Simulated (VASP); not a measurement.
# Nb2B (P6/mmm) in VASP: notebook

The runs below take Nb2B through single point, with PBE.

All numbers are computed with VASP 6.6.1; they aren't measurements. Logs are shortened: lines on timing, memory, paths and dates and some standing lists are left out, and cuts for length are marked.

### Step 1. The cell of the first run

Symmetry: P6/mmm, No. 191, hexagonal system. The conventional cell has a = 4.316 Å, b = 4.316 Å, c = 2.646 Å, α = 90.00°, β = 90.00°, γ = 120.00°. Within 3.3 Å of Nb (site symmetry -6m2) lie 5 Nb at 2.49 to 2.65 Å and 6 B at 2.82 Å. B (site symmetry 6/mmm) has 2 B at 2.65 Å and 12 Nb at 2.82 Å within 3.5 Å.

### Step 2. Single point, PBE

File INCAR:

```
SYSTEM = Nb2B
PREC     = Accurate       ! precision mode
ENCUT    = 520            ! plane-wave cutoff, eV
EDIFF    = 1E-6           ! SCF threshold, eV
ISMEAR   = 0              ! smearing method
SIGMA    = 0.1            ! smearing width, eV
LREAL    = .FALSE.        ! projectors in reciprocal space
LASPH    = .TRUE.         ! aspherical terms in the spheres
NELM     = 100            ! most SCF steps
ALGO     = Normal         ! electronic algorithm
ISIF     = 2              ! what is computed and relaxed
LWAVE    = .FALSE.        ! write WAVECAR
LCHARG   = .FALSE.        ! write CHGCAR
GGA      = PE             ! functional
NBANDS   = 22             ! bands
```

File KPOINTS:

```
Automatic mesh
0
G
  6 6 6
  0 0 0
```

File POSCAR:

```
Nb2B
1.0
    4.3161514500      0.0000000000      0.0000000000
   -2.1580757300      3.7378968000      0.0000000000
    0.0000000000      0.0000000000      2.6458008400
Nb B
2 1
Direct
    0.3333333300      0.6666666700      0.5000000000
    0.6666666700      0.3333333300      0.5000000000
    0.0000000000      0.0000000000      0.0000000000
```

Potentials or basis: VASP PAW PBE potentials, release 64 (Nb_sv, B).

Command:

```console
$ cat potpaw_PBE.64/Nb_sv/POTCAR potpaw_PBE.64/B/POTCAR > POTCAR
$ mpirun -np 1 vasp_std > vasp.out
```

OUTCAR:

```text
SYSTEM = Nb2B
   PREC = Accurate
   ENCUT = 520
   EDIFF = 1E-6
   ISMEAR = 0
   LREAL = .FALSE.
   LASPH = .TRUE.
   NELM = 100
   ISIF = 2
   GGA = PE

 ion  position               nearest neighbor table
   1  0.333  0.667  0.500-   2 2.49   2 2.49   2 2.49
   2  0.667  0.333  0.500-   1 2.49   1 2.49   1 2.49
   3  0.000  0.000  0.000-

  LATTYP: Found a hexagonal cell.
 ALAT       =     4.3161514500
 C/A-ratio  =     0.6130000003

  Lattice vectors:

 A1 = (   4.3161514500,   0.0000000000,   0.0000000000)
 A2 = (  -2.1580757300,   3.7378968000,   0.0000000000)
 A3 = (   0.0000000000,   0.0000000000,   2.6458008400)

Analysis of symmetry for initial positions (statically):
=====================================================================
 Subroutine PRICEL returns:
 Original cell was already a primitive cell.

 Routine SETGRP: Setting up the symmetry group for a
 hexagonal supercell.

 Subroutine GETGRP returns: Found 24 space group operations
 (whereof 24 operations were pure point group operations)
 out of a pool of 24 trial point group operations.

The static configuration has the point symmetry D_6h.

Analysis of symmetry for dynamics (positions and initial velocities):
=====================================================================
 Subroutine PRICEL returns:
 Original cell was already a primitive cell.

 Routine SETGRP: Setting up the symmetry group for a
 hexagonal supercell.

 Subroutine GETGRP returns: Found 24 space group operations
 (whereof 24 operations were pure point group operations)
 out of a pool of 24 trial point group operations.

The dynamic configuration has the point symmetry D_6h.

 Subroutine INISYM returns: Found 24 space group operations
 (whereof 24 operations are pure point group operations),
 and found     1 'primitive' translations

----------------------------------------------------------------------------------------

                                     Primitive cell

  volume of cell :      42.6856

  direct lattice vectors                    reciprocal lattice vectors
     4.316151450  0.000000000  0.000000000     0.231687885  0.133765063  0.000000000
    -2.158075730  3.737896800  0.000000000     0.000000000  0.267530125  0.000000000
     0.000000000  0.000000000  2.645800840     0.000000000  0.000000000  0.377957398

  length of vectors
     4.316151450  4.316151451  2.645800840     0.267530126  0.267530125  0.377957398

[... 75 lines left out ...]
   ICHARG =      2    charge: 1-file 2-atom 10-const
   ISPIN  =      1    spin polarized calculation?
   LNONCOLLINEAR =      F non collinear calculations
   LSORBIT =      F    spin-orbit coupling
   LASPH  =      T    aspherical Exc in radial PAW
   ENCUT  =  520.0 eV  38.22 Ry    6.18 a.u.   8.03  8.03  4.92*2*pi/ulx,y,z
   NELM   =    100;   NELMIN=  2; NELMDL= -5     # of ELM steps
   EDIFF  = 0.1E-05   stopping-criterion for ELM
   LREAL  =      F    real-space projection
   EDIFFG = 0.1E-04   stopping-criterion for IOM
   NSW    =      0    number of steps for IOM
   IBRION =     -1    ionic relax: 0-MD 1-quasi-New 2-CG
   NFREE  =      0    steps in history (QN), initial steepest desc. (CG)
   ISIF   =      2    stress and relaxation
   ISYM   =      2    0-nonsym 1-usesym 2-fastsym
   POTIM  = 0.5000    time-step for ionic-motion
   TEBEG  =    0.0;   TEEND  =   0.0 temperature during run
   PSTRESS=    0.0 pullay stress
   NELECT =      29.0000    total number of electrons
   NUPDOWN=      -1.0000    fix difference up-down
   EMIN   =  10.00;   EMAX   =-10.00  energy-range for DOS
   EFERMI =   0.00;   METHOD = LEGACY
   ISMEAR =     0;   SIGMA  =   0.10  broadening in eV -4-tet -1-fermi 0-gaus
   EFERMI_NEDOS =   21; number of points for ismear=-14 and -15
   IALGO  =     38    algorithm
   IMIX   =      4    mixing-type and parameters
     AMIX     =   0.40;   BMIX     =  1.00
     AMIX_MAG =   1.60;   BMIX_MAG =  1.00
  volume/ion in A,a.u.               =      14.23        96.02
  Fermi-wavevector in a.u.,A,eV,Ry     =   1.439176  2.719648 28.180746  2.071226
  Thomas-Fermi vector in A             =   2.558060
   LORBIT       =      0    0 simple, 1 ext, 2 COOP (PROOUT), +10 PAW based schemes
   GGA     = PE    functional components
   LHFCALC =     F    Hartree Fock is set to
   AEXX    =    0.0000 exact exchange contribution
   IVDW    =     0    specifies the selected vdW correction
   LEPSILON=     F    determine dielectric tensor
   LRPA    =     F    only Hartree local field effects (RPA)
 non-spin polarized calculation
 Gauss-broadening in eV      SIGMA  =   0.10
  energy-cutoff  :      520.00
  volume of cell :       42.69
 maximum number of plane-waves:      1170
   NGX = 17   NGY = 17   NGZ =  9

 number of electron      29.0000000 magnetization

 Free energy of the ion-electron system (eV)
  ---------------------------------------------------
  ext. energy  EPLUGINS =         0.00000000
  ---------------------------------------------------
  free energy    TOTEN  =       -24.24501418 eV

  energy without entropy =      -24.23724970  energy(sigma->0) =      -24.24113194

 E-fermi :  11.0952     XC(G=0): -12.4581

 val. band max:       11.0803958966   @ k =   0.1667   0.1667   0.1667
 cond. band min:      11.1226986157   @ k =   0.1667   0.0000   0.0000
 fundamental gap:      0.0423027190
 Fermi energy:        11.0952095772

 k-point     1 :       0.0000    0.0000    0.0000
  band No.  band energies     occupation
      1     -43.8673      2.00000
      2     -43.1877      2.00000
      3     -20.6553      2.00000
      4     -20.6553      2.00000
      5     -18.9554      2.00000
      6     -18.8428      2.00000
[... 589 lines left out ...]
     21      17.3413      0.00000
     22      18.0461      0.00000

 [... further k-points ...]
[... 5 lines left out ...]
  --------------------------------------------------------------------------------------
  -------------------------------------------------------------------------------------
  Total        2.5834536      2.5834536      1.5508609     -0.0000000     -0.0000000      0.0000000
  in kB       96.9683765     96.9683764     58.2106280     -0.0000001     -0.0000000      0.0000000
  external PRESSURE =      84.0491270 kB  Pullay stress =       0.0000000 kB

 VOLUME and BASIS-vectors are now :
 -----------------------------------------------------------------------------
  energy-cutoff  :      520.00
  volume of cell :       42.69
      direct lattice vectors                 reciprocal lattice vectors
     4.316151450  0.000000000  0.000000000     0.231687885  0.133765063  0.000000000
    -2.158075730  3.737896800  0.000000000     0.000000000  0.267530125  0.000000000
     0.000000000  0.000000000  2.645800840     0.000000000  0.000000000  0.377957398

 POSITION                                       TOTAL-FORCE (eV/Angst)
 -----------------------------------------------------------------------------------
     -0.00000      2.49193      1.32290        -0.000000     -0.000000      0.000000
      2.15808      1.24597      1.32290         0.000000      0.000000      0.000000
      0.00000      0.00000      0.00000         0.000000      0.000000      0.000000
 -----------------------------------------------------------------------------------
    total drift:                               -0.000000      0.000000     -0.000000

  FREE ENERGIE OF THE ION-ELECTRON SYSTEM (eV)
  ---------------------------------------------------
  free  energy   TOTEN  =       -24.2450141804 eV

  energy  without entropy=      -24.2372497038  energy(sigma->0) =      -24.24113194
```

stdout:

```text
POSCAR found type information on POSCAR NbB
 POSCAR found :  2 types and       3 ions
 scaLAPACK will be used
 LDA part: xc-table for (Slater+PW92), standard interpolation
 POSCAR, INCAR and KPOINTS ok, starting setup
 FFT: planning ... GRIDC
 FFT: planning ... GRID_SOFT
 FFT: planning ... GRID
 WAVECAR not read
 entering main loop
```

Wall time 29 s (1 thread of Intel Xeon Platinum 8375C at 2.90GHz (Ice Lake), shared host); peak memory 0.16 GiB.

Results:

- Free energy: -24.2450 eV
- Pressure: 8.4 GPa

Levels at points of the mesh, in eV from the Fermi level:
```
           k point  band 11  band 12  band 13  band 14  band 15  band 16  band 17  band 18
(0.00, 0.00, 0.00)    -3.54    -3.54    -1.30     0.16     0.16     2.12     2.12     2.54
(0.50, 0.00, 0.00)    -3.33    -2.76    -2.39    -1.82    -0.08     1.72     1.87     3.13
(0.00, 0.00, 0.50)    -3.67    -3.67    -1.85    -1.85     0.35     0.35     1.29     1.29
(0.50, 0.00, 0.50)    -4.13    -2.61    -1.21    -0.30    -0.30     0.91     1.69     3.28
```

Caveat: the k points lie up to 0.40 Å⁻¹ apart.

### Step 3. Single point, PBE

This run uses another cell than the first one, of 14.92 Å³/atom, 1.048 times its volume.

File INCAR:

```
ALGO     = Normal         # electronic algorithm
EDIFF    = 1E-6           # SCF threshold, eV
ENCUT    = 520            # plane-wave cutoff, eV
GGA      = PE             # functional
ISIF     = 2              # what is computed and relaxed
ISMEAR   = 0              # smearing method
LASPH    = T              # aspherical terms in the spheres
LCHARG   = F              # write CHGCAR
LREAL    = F              # projectors in reciprocal space
LWAVE    = F              # write WAVECAR
NBANDS   = 22             # bands
NELM     = 100            # most SCF steps
PREC     = Accurate       # precision mode
SIGMA    = 0.1            # smearing width, eV
```

File KPOINTS:

```
k-points
0
Gamma
  6 6 6
```

File POSCAR:

```
Nb2B
1.0
    4.3971194348      0.0000000029      0.0000000000
   -2.1985597200      3.8080171326      0.0000000000
    0.0000000000      0.0000000000      2.6725088280
Nb B
2 1
Direct
    0.3333333333      0.6666666667      0.5000000000
    0.6666666667      0.3333333333      0.5000000000
    0.0000000000      0.0000000000      0.0000000000
```

Potentials or basis: VASP PAW PBE potentials, release 64 (Nb_sv, B).

Command:

```console
$ cat potpaw_PBE.64/Nb_sv/POTCAR potpaw_PBE.64/B/POTCAR > POTCAR
$ mpirun -np 1 vasp_std > vasp.out
```

Wall time 38 s (1 thread of Intel Xeon Platinum 8375C at 2.90GHz (Ice Lake), shared host); peak memory 0.18 GiB.

The run converged. Its results:

```yaml
Free_energy: -24.3002 eV
Pressure: -0.1 GPa
```

Stress tensor (GPa, compression positive):
```
-0.10  0.00  0.00
 0.00 -0.10  0.00
 0.00  0.00 -0.20
```

Levels at points of the mesh, in eV from the Fermi level:
| k point | band 11 | band 12 | band 13 | band 14 | band 15 | band 16 | band 17 | band 18 |
| --- | --- | --- | --- | --- | --- | --- | --- | --- |
| (0.00, 0.00, 0.00) | -3.31 | -3.31 | -1.27 | 0.13 | 0.13 | 2.21 | 2.22 | 2.22 |
| (0.50, 0.00, 0.00) | -3.04 | -2.64 | -2.23 | -1.70 | -0.10 | 1.86 | 2.01 | 3.05 |
| (0.00, 0.00, 0.50) | -3.37 | -3.37 | -1.62 | -1.62 | 0.47 | 0.47 | 1.27 | 1.27 |
| (0.50, 0.00, 0.50) | -3.79 | -2.41 | -0.99 | -0.29 | -0.25 | 0.82 | 1.66 | 3.18 |

Caveat: the k points lie up to 0.39 Å⁻¹ apart.
